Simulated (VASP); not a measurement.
A run of VASP 6.6.1:

The input INCAR:

```
SYSTEM = SiNi
PREC = Accurate
ENCUT = 520
EDIFF = 1E-7
ISMEAR = 0
SIGMA = 0.05
LREAL = .False.
LASPH = .True.
NELM = 80
ALGO = Normal
ISIF = 2
LWAVE = .False.
LCHARG = .False.
GGA = PE
NBANDS = 38
```

File KPOINTS:

```
Automatic mesh
0
Gamma
  8 10 6
  0 0 0
```

File POSCAR:

```
SiNi
1.0
    5.2122199163      0.0000000000      0.0000000000
    0.0000000000      3.4155034942      0.0000000000
    0.0000000000      0.0000000000      5.7113122821
Si Ni
4 4
Direct
    0.3194249861      0.7500000000      0.0830274246
    0.1805750139      0.2500000000      0.5830274246
    0.8194249861      0.7500000000      0.4169725754
    0.6805750139      0.2500000000      0.9169725754
    0.0066580128      0.2500000000      0.1905545744
    0.4933419872      0.7500000000      0.6905545744
    0.5066580128      0.2500000000      0.3094454256
    0.9933419872      0.7500000000      0.8094454256
```

Potentials or basis: VASP PAW PBE potentials, release 64 (Si, Ni).

Launch:

```sh
$ cat potpaw_PBE.64/Si/POTCAR potpaw_PBE.64/Ni/POTCAR > POTCAR
$ mpirun -np 1 vasp_std > vasp.out
```

Hardware: 1 thread of Intel(R) Xeon(R) Platinum 8488C (Sapphire Rapids), with other jobs on the host.

Task: Estimate the wall time of this run.

Result: Wall time 9.5 min on 1 thread of Intel(R) Xeon(R) Platinum 8488C (Sapphire Rapids), with other jobs on the host, peak memory 0.45 GiB. Counts: scf iterations 17, k points 120.
